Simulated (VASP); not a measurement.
Wanted: the native input for a VASP 6.6.1 run.

```
Task                   : single point
Functional             : PBE
Potentials or basis    : VASP PAW PBE potentials, release 64 (Ti_sv, Sn_d)
Cutoff                 : 520 eV
k mesh                 : 6 × 6 × 6
Occupations            : gaussian, width 0.1 eV
Spin                   : collinear spin, ferromagnetic start
Starting moments       : [1.0, 0.0] μB
Dipole correction      : no
Further INCAR settings : ALGO = Normal; EDIFF = 1e-06; NBANDS = 24
```

The structure of TiSn lies in POSCAR:

```
TiSn
1.0
    0.0000000000      2.8014640301      2.8014640301
    2.8014640301      0.0000000000      2.8014640301
    2.8014640301      2.8014640301      0.0000000000
Ti Sn
1 1
Direct
    0.5000000000      0.5000000000      0.5000000000
    0.0000000000      0.0000000000      0.0000000000
```

One way to write it, as run:

INCAR

```
SYSTEM = TiSn
ALGO = Normal ; EDIFF = 1E-6
ENCUT = 520 ; GGA = PE
ISIF = 2 ; ISMEAR = 0
ISPIN = 2 ; LASPH = .True.
LCHARG = .False. ; LMAXMIX = 4
LORBIT = 11 ; LREAL = .False.
LWAVE = .False. ; MAGMOM = 1 0
NBANDS = 24 ; NELM = 150
PREC = Accurate ; SIGMA = 0.1
```

KPOINTS

```
k-points
0
Gamma
  6 6 6
  0 0 0
```

Potentials or basis: VASP PAW PBE potentials, release 64 (Ti_sv, Sn_d).

The run is started by

```bash
$ cat potpaw_PBE.64/Ti_sv/POTCAR potpaw_PBE.64/Sn_d/POTCAR > POTCAR
$ mpirun -np 1 vasp_std > vasp.out
```

Results of the run:

```yaml
Pressure: -0.1 GPa
Band_gap_on_the_k_mesh: zero (filled and empty bands overlap)
Net_moment: 0.00 μB per cell
Valence_electrons_inside_the_program's_atomic_spheres: Ti 10.17; Sn 12.51
```

Caveat: spin-orbit coupling is left out, which moves the levels of the heavy elements.

Run time: 26 s on 1 thread of Intel Xeon 6975P-C, with other jobs on the host, peak memory 0.2 GiB.
